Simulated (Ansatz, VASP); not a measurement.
## One calculation of SiC, two programs

```
Si C
1.0
     3.07600    0.00000    0.00000
    -1.53800    2.66389    0.00000
     0.00000    0.00000    5.04800
Si C
2 2
Direct
  0.33333 0.66667 0.00000
  0.66667 0.33333 0.50000
  0.33333 0.66667 0.38500
  0.66667 0.33333 0.88500
```

Alike in both runs: task single point; functional PBE; k mesh 6 × 6 × 4; no spin polarisation.

|  | VASP | Ansatz |
| --- | --- | --- |
| version | VASP 6.6.1 | Ansatz 0.2.0 |
| potentials or method | VASP PAW PBE potentials, release 64 (Si, C), cutoff 600 eV | plane waves, PAW |
| occupations | gaussian, width 0.01 eV | fixed |
| valence electrons in the cell | 16 | 16 |

|  | VASP | Ansatz | Ansatz less VASP |
| --- | --- | --- | --- |
| gap on the k mesh at the Fermi level (eV) | 2.32 | 2.32 | +0.002 |
